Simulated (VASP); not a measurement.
**TaO4H3 (Ta(O)(OH)3): single point with PBE**

The system is TaO4H3 (Ta(O)(OH)3), in a box.

```
CELL_PARAMETERS angstrom
12.50000 0.00000 0.00000
0.00000 13.53000 0.00000
0.00000 0.00000 11.48000
ATOMIC_POSITIONS crystal
Ta 0.54840 0.50011 0.47804
O 0.62009 0.50011 0.60835
O 0.58765 0.61680 0.39199
O 0.39751 0.50011 0.51245
O 0.58765 0.38342 0.39199
H 0.63972 0.66762 0.41102
H 0.36000 0.50011 0.58655
H 0.63972 0.33259 0.41102
```

```
Program                : VASP 6.6.1
Task                   : single point
Functional             : PBE
Potentials or basis    : VASP PAW PBE potentials, release 64 (Ta_sv_GW, O, H)
Cutoff                 : 520 eV
k mesh                 : 1 × 1 × 1
Occupations            : gaussian, width 0.01 eV
Spin                   : no spin polarisation
Dipole correction      : no
Second run             : valence_matched
Further INCAR settings : ALGO = Normal; EDIFF = 1e-06; NBANDS = 30; NELMDL = -8
```

```yaml
Largest_force: 0.352 eV/Å
Gap_between_the_frontier_levels: 6.30 eV
```

Forces on the atoms (eV/Å):
```
Ta   0.220  0.000  0.275
O   -0.189  0.000 -0.267
O   -0.032 -0.086  0.061
O    0.130  0.000 -0.030
O   -0.032  0.086  0.061
H   -0.117 -0.148  0.009
H    0.136  0.000 -0.117
H   -0.117  0.148  0.009
```

Levels at points of the mesh, in eV from the valence-band top:
| k point | band 16 | band 17 | band 18 | band 19 | band 20 | band 21 | band 22 | band 23 | band 24 | band 25 |
| --- | --- | --- | --- | --- | --- | --- | --- | --- | --- | --- |
| (0.00, 0.00, 0.00) | -0.34 | -0.18 | -0.06 | -0.03 | 0.00 | 6.30 | 6.37 | 6.40 | 7.03 | 7.06 |

Wall time 5.2 min on 1 thread of Intel(R) Xeon(R) Platinum 8259CL CPU @ 2.50GHz (Skylake/Cascade Lake) (shared host), peak memory 1.4 GiB.

Caveat: spin-orbit coupling is left out, which moves the levels of the heavy elements.
